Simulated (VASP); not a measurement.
# Si2W (P6_222) in VASP: further runs

Si2W is run at these levels: RPBE, PBEsol; tasks: relaxation of cell and atoms, single point.

All numbers are computed with VASP 6.6.1; they aren't measurements. Logs are shortened: lines on timing, memory, paths and dates and some standing lists are left out, and cuts for length are marked.

**1. The cell of the first run**

It takes space group P6_222 (No. 180, hexagonal). The conventional cell has a = 4.617 Å, b = 4.617 Å, c = 6.653 Å, α = 90.00°, β = 90.00°, γ = 120.00°. W (site symmetry 222) has 10 Si at 2.59 to 2.69 Å and 4 W at 3.20 Å within 3.4 Å. Si (site symmetry 2) has 9 Si at 2.57 to 3.23 Å and 5 W at 2.59 to 2.69 Å within 3.4 Å.

**2. Relaxation of cell and atoms, RPBE**

INCAR reads:

```
SYSTEM = Si2W
  PREC = Accurate
  ENCUT = 600
  EDIFF = 1E-7
  ISMEAR = -1
  SIGMA = 0.05
  LREAL = .False.
  LASPH = .True.
  NELM = 100
  ALGO = Normal
  ISIF = 3
  LWAVE = .False.
  LCHARG = .False.
  GGA = RP
  IBRION = 2
  NSW = 60
  EDIFFG = -0.01
```

KPOINTS reads:

```
regular mesh
0
Gamma
  7 7 4
  0 0 0
```

POSCAR reads:

```
Si2W
1.0
    4.6168523821      0.0000000000      0.0000000000
   -2.3084261911      3.9983114484      0.0000000000
    0.0000000000      0.0000000000      6.6532220000
W Si
3 6
Direct
    0.5000000000      0.0000000000      0.5000000000
    0.5000000000      0.5000000000      0.8333333333
    0.0000000000      0.5000000000      0.1666666667
    0.3272520000      0.1636260000      0.1666666667
    0.8363740000      0.1636260000      0.8333333333
    0.1636260000      0.3272520000      0.5000000000
    0.6727480000      0.8363740000      0.1666666667
    0.1636260000      0.8363740000      0.8333333333
    0.8363740000      0.6727480000      0.5000000000
```

Potentials or basis: VASP PAW PBE potentials, release 64 (W_sv, Si).

The run is started by

```
$ cat potpaw_PBE.64/W_sv/POTCAR potpaw_PBE.64/Si/POTCAR > POTCAR
$ mpirun -np 1 vasp_std > vasp.out
```

OUTCAR:

```text
SYSTEM = Si2W
   PREC = Accurate
   ENCUT = 600
   EDIFF = 1E-7
   ISMEAR = -1
   LREAL = .False.
   LASPH = .True.
   NELM = 100
   ISIF = 3
   GGA = RP
   IBRION = 2
   NSW = 60
   EDIFFG = -0.01

 ion  position               nearest neighbor table
   1  0.500  0.000  0.500-   5 2.59   8 2.59   7 2.59   4 2.59   6 2.65   9 2.65   9 2.65   6 2.65
                             6 2.69   9 2.69   3 3.20   3 3.20   2 3.20   2 3.20
   2  0.500  0.500  0.833-   6 2.59   9 2.59   7 2.59   4 2.59   8 2.65   5 2.65   8 2.65   5 2.65
                             8 2.69   5 2.69   1 3.20   1 3.20   3 3.20   3 3.20
   3  0.000  0.500  0.167-   6 2.59   9 2.59   8 2.59   5 2.59   4 2.65   7 2.65   7 2.65   4 2.65
                             7 2.69   4 2.69   1 3.20   1 3.20   2 3.20   2 3.20
   4  0.327  0.164  0.167-   6 2.57   8 2.57   1 2.59   2 2.59   7 2.62   3 2.65   3 2.65   3 2.69
                             7 2.69   7 2.69
   5  0.836  0.164  0.833-   6 2.57   7 2.57   1 2.59   3 2.59   8 2.62   2 2.65   2 2.65   2 2.69
                             8 2.69   8 2.69
   6  0.164  0.327  0.500-   5 2.57   4 2.57   2 2.59   3 2.59   9 2.62   1 2.65   1 2.65   1 2.69
                             9 2.69   9 2.69
   7  0.673  0.836  0.167-   9 2.57   5 2.57   1 2.59   2 2.59   4 2.62   3 2.65   3 2.65   3 2.69
                             4 2.69   4 2.69
   8  0.164  0.836  0.833-   9 2.57   4 2.57   1 2.59   3 2.59   5 2.62   2 2.65   2 2.65   2 2.69
                             5 2.69   5 2.69
   9  0.836  0.673  0.500-   8 2.57   7 2.57   2 2.59   3 2.59   6 2.62   1 2.65   1 2.65   1 2.69
                             6 2.69   6 2.69

  LATTYP: Found a hexagonal cell.
 ALAT       =     4.6168523821
 C/A-ratio  =     1.4410731488

  Lattice vectors:

 A1 = (   4.6168523821,   0.0000000000,   0.0000000000)
 A2 = (  -2.3084261911,   3.9983114484,   0.0000000000)
 A3 = (   0.0000000000,   0.0000000000,   6.6532220000)

Analysis of symmetry for initial positions (statically):
=====================================================================
 Subroutine PRICEL returns:
 Original cell was already a primitive cell.

 Routine SETGRP: Setting up the symmetry group for a
 hexagonal supercell.

 Subroutine GETGRP returns: Found 12 space group operations
 (whereof  4 operations were pure point group operations)
 out of a pool of 24 trial point group operations.

The static configuration has the point symmetry D_2 .
 The point group associated with its full space group is D_6 .

Analysis of symmetry for dynamics (positions and initial velocities):
=====================================================================
 Subroutine PRICEL returns:
 Original cell was already a primitive cell.

 Routine SETGRP: Setting up the symmetry group for a
 hexagonal supercell.

 Subroutine GETGRP returns: Found 12 space group operations
 (whereof  4 operations were pure point group operations)
 out of a pool of 24 trial point group operations.

The dynamic configuration has the point symmetry D_2 .
 The point group associated with its full space group is D_6 .

 Subroutine INISYM returns: Found 12 space group operations
 (whereof  4 operations are pure point group operations),
 and found     1 'primitive' translations

----------------------------------------------------------------------------------------

                                     Primitive cell

  volume of cell :     122.8159

  direct lattice vectors                    reciprocal lattice vectors
     4.616852382  0.000000000  0.000000000     0.216597785  0.125052790  0.000000000
    -2.308426191  3.998311448  0.000000000     0.000000000  0.250105579  0.000000000
     0.000000000  0.000000000  6.653222000     0.000000000  0.000000000  0.150303116

  length of vectors
     4.616852382  4.616852382  6.653222000     0.250105579  0.250105579  0.150303116

  position of ions in fractional coordinates (direct lattice)
     0.500000000  0.000000000  0.500000000
     0.500000000  0.500000000  0.833333333
     0.000000000  0.500000000  0.166666667
     0.327252000  0.163626000  0.166666667
     0.836374000  0.163626000  0.833333333
     0.163626000  0.327252000  0.500000000
     0.672748000  0.836374000  0.166666667
     0.163626000  0.836374000  0.833333333
     0.836374000  0.672748000  0.500000000

  ion indices of the primitive-cell ions
   primitive index   ion index
                 1           1
                 2           2
                 3           3
                 4           4
                 5           5
                 6           6
                 7           7
                 8           8
                 9           9

----------------------------------------------------------------------------------------

 KPOINTS: regular mesh

Automatic generation of k-mesh.
 Grid dimensions read from file:
 generate k-points for:    7    7    4

 Generating k-lattice:

  Cartesian coordinates                     Fractional coordinates (reciprocal lattice)
     0.030942541  0.017864684  0.000000000     0.142857143  0.000000000  0.000000000
     0.000000000  0.035729368  0.000000000     0.000000000  0.142857143  0.000000000
     0.000000000  0.000000000  0.037575779     0.000000000  0.000000000  0.250000000

  Length of vectors
     0.035729368  0.035729368  0.037575779

  Shift w.r.t. Gamma in fractional coordinates (k-lattice)
     0.000000000  0.000000000  0.000000000

 Subroutine IBZKPT returns following result:
 ===========================================

 Found     24 irreducible k-points:

 Following reciprocal coordinates:
            Coordinates               Weight
  0.000000  0.000000  0.000000      1.000000
  0.142857  0.000000  0.000000      6.000000
  0.285714  0.000000  0.000000      6.000000
  0.428571  0.000000  0.000000      6.000000
  0.142857  0.142857  0.000000      6.000000
  0.285714  0.142857  0.000000     12.000000
[... 16 lines left out ...]
  0.428571  0.142857  0.500000      6.000000
  0.285714  0.285714  0.500000      6.000000
   k-points           NKPTS =     24   k-points in BZ     NKDIM =     24   number of bands    NBANDS=     39
   number of dos      NEDOS =    301   number of ions     NIONS =      9
   total plane-waves  NPLWV =  86400
   dimension x,y,z NGX =    40 NGY =   40 NGZ =   54
   dimension x,y,z NGXF=    80 NGYF=   80 NGZF=  108
   ions per type =               3   6
   NGX,Y,Z   is equivalent  to a cutoff of  14.40, 14.40, 13.49 a.u.
   NGXF,Y,Z  is equivalent  to a cutoff of  28.81, 28.81, 26.99 a.u.
 SYSTEM =  Si2W
   PREC   = accura    normal or accurate (medium, high low for compatibility)
   ISTART =      0    job   : 0-new  1-cont  2-samecut
   ICHARG =      2    charge: 1-file 2-atom 10-const
   ISPIN  =      1    spin polarized calculation?
   LNONCOLLINEAR =      F non collinear calculations
   LSORBIT =      F    spin-orbit coupling
   LASPH  =      T    aspherical Exc in radial PAW
   ENCUT  =  600.0 eV  44.10 Ry    6.64 a.u.   9.22  9.22 13.29*2*pi/ulx,y,z
   NELM   =    100;   NELMIN=  2; NELMDL= -5     # of ELM steps
   EDIFF  = 0.1E-06   stopping-criterion for ELM
   LREAL  =      F    real-space projection
   EDIFFG = -.1E-01   stopping-criterion for IOM
   NSW    =     60    number of steps for IOM
   IBRION =      2    ionic relax: 0-MD 1-quasi-New 2-CG
   NFREE  =      1    steps in history (QN), initial steepest desc. (CG)
   ISIF   =      3    stress and relaxation
   ISYM   =      2    0-nonsym 1-usesym 2-fastsym
   POTIM  = 0.5000    time-step for ionic-motion
   TEBEG  =    0.0;   TEEND  =   0.0 temperature during run
   PSTRESS=    0.0 pullay stress
   NELECT =      66.0000    total number of electrons
   NUPDOWN=      -1.0000    fix difference up-down
   EMIN   =  10.00;   EMAX   =-10.00  energy-range for DOS
   EFERMI =   0.00;   METHOD = LEGACY
   ISMEAR =    -1;   SIGMA  =   0.05  broadening in eV -4-tet -1-fermi 0-gaus
   EFERMI_NEDOS =   21; number of points for ismear=-14 and -15
   IALGO  =     38    algorithm
   IMIX   =      4    mixing-type and parameters
     AMIX     =   0.40;   BMIX     =  1.00
     AMIX_MAG =   1.60;   BMIX_MAG =  1.00
  volume/ion in A,a.u.               =      13.65        92.09
  Fermi-wavevector in a.u.,A,eV,Ry     =   1.330979  2.515186 24.102797  1.771506
  Thomas-Fermi vector in A             =   2.460025
   LORBIT       =      0    0 simple, 1 ext, 2 COOP (PROOUT), +10 PAW based schemes
   GGA     = RP    functional components
   LHFCALC =     F    Hartree Fock is set to
   AEXX    =    0.0000 exact exchange contribution
   IVDW    =     0    specifies the selected vdW correction
   LEPSILON=     F    determine dielectric tensor
   LRPA    =     F    only Hartree local field effects (RPA)
 conjugate gradient relaxation of ions
 non-spin polarized calculation
  energy-cutoff  :      600.00
  volume of cell :      122.82
 maximum number of plane-waves:      4118
 NGX is ok and might be reduce to    40
   NGX = 19   NGY = 19   NGZ = 27

--------------------------------------- Ionic step        1  -------------------------------------------

 number of electron      66.0000003 magnetization

 Free energy of the ion-electron system (eV)
  ---------------------------------------------------
  ext. energy  EPLUGINS =         0.00000000
  ---------------------------------------------------
  free energy    TOTEN  =       -70.34946103 eV

  energy without entropy =      -70.34664591  energy(sigma->0) =      -70.34805347

------------------------ aborting loop because EDIFF is reached ----------------------------------------

  FORCE on cell =-STRESS in cart. coord.  units (eV):
  Direction    XX          YY          ZZ          XY          YZ          ZX
  --------------------------------------------------------------------------------------
  -------------------------------------------------------------------------------------
  Total        1.5372790      1.5372790      1.4782131     -0.0000000     -0.0000000     -0.0000000
  in kB       20.0543528     20.0543528     19.2838175     -0.0000000     -0.0000000     -0.0000000
  external PRESSURE =      19.7975077 kB  Pullay stress =       0.0000000 kB
[... 157 lines left out ...]
  energy  without entropy=      -70.3531861761  energy(sigma->0) =      -70.35471381

--------------------------------------- Ionic step        5  -------------------------------------------

 number of electron      66.0000004 magnetization

 Free energy of the ion-electron system (eV)
  ---------------------------------------------------
  ext. energy  EPLUGINS =         0.00000000
  ---------------------------------------------------
  free energy    TOTEN  =       -70.35629812 eV

  energy without entropy =      -70.35320067  energy(sigma->0) =      -70.35474940

 E-fermi :  12.3224     XC(G=0): -12.3953

 val. band max:       12.2182067682   @ k =   0.4286   0.0000   0.5000
 cond. band min:      12.4539170985   @ k =   0.4286   0.0000   0.0000
 fundamental gap:      0.2357103303
 Fermi energy:        12.3223937229

 k-point     1 :       0.0000    0.0000    0.0000
  band No.  band energies     occupation
      1     -62.0713      2.00000
      2     -62.0601      2.00000
      3     -62.0601      2.00000
      4     -26.4213      2.00000
      5     -26.4169      2.00000
      6     -26.4169      2.00000
[... 1033 lines left out ...]
  FREE ENERGIE OF THE ION-ELECTRON SYSTEM (eV)
  ---------------------------------------------------
  free  energy   TOTEN  =       -70.3562981173 eV

  energy  without entropy=      -70.3532006743  energy(sigma->0) =      -70.35474940

 reached required accuracy - stopping structural energy minimisation
```

It took 6.6 min on 1 thread of Intel Xeon Platinum 8488C (Sapphire Rapids), shared host; peak memory 0.34 GiB.

Results:

```
Free energy                           : -70.3563 eV
Relaxed volume                        : 13.77 Å³/atom
Relaxed cell                          : a = 4.632 Å, b = 4.632 Å, c = 6.670 Å, α = 90.00°, β = 90.00°, γ = 120.00°
Space group after relaxing (to 0.1 Å) : P6_222 (No. 180)
Energy gained by relaxing             : 0.8 meV/atom
Ionic steps                           : 5
Pressure after relaxing               : 0.0 GPa
Band gap on the k mesh                : 0.24 eV (least direct gap 0.69 eV)
```

Forces in eV/Å, atoms in the order of the input:
```
W    0.000  0.000  0.000
W    0.000  0.000  0.000
W    0.000  0.000  0.000
Si  -0.002 -0.001  0.000
Si   0.002 -0.001  0.000
Si   0.000 -0.003  0.000
Si   0.002  0.001  0.000
Si  -0.002  0.001  0.000
Si   0.000  0.003  0.000
```

The path:
| step | energy change (eV) | largest force (eV/Å) | pressure (GPa) | volume (Å³) |
| --- | --- | --- | --- | --- |
| 1 | 0.0000 | 0.0162 | 1.98 | 122.82 |
| 2 | 0.0125 | 0.0102 | -3.17 | 125.84 |
| 3 | -0.0068 | 0.0061 | 0.00 | 123.93 |
| 4 | -0.0068 | 0.0059 | -0.04 | 123.95 |
| 5 | -0.0068 | 0.0027 | -0.04 | 123.96 |

Final structure:
```yaml
crystal:
  lattice:
    - [4.63250, 0.00000, 0.00000]
    - [-2.31625, 4.01186, 0.00000]
    - [0.00000, 0.00000, 6.66966]
  atoms:
    - { symbol: W, position: [0.50000, 0.00000, 0.50000] }
    - { symbol: W, position: [0.50000, 0.50000, 0.83333] }
    - { symbol: W, position: [0.00000, 0.50000, 0.16667] }
    - { symbol: Si, position: [0.32711, 0.16356, 0.16667] }
    - { symbol: Si, position: [0.83644, 0.16356, 0.83333] }
    - { symbol: Si, position: [0.16356, 0.32711, 0.50000] }
    - { symbol: Si, position: [0.67289, 0.83644, 0.16667] }
    - { symbol: Si, position: [0.16356, 0.83644, 0.83333] }
    - { symbol: Si, position: [0.83644, 0.67289, 0.50000] }
```

Caveat: the PAW data sets were made with another functional, which shifts forces and pressure a little; spin-orbit coupling is left out, which moves the levels of the heavy elements. A k mesh can miss the band edges.

[end of part 1 of 2]
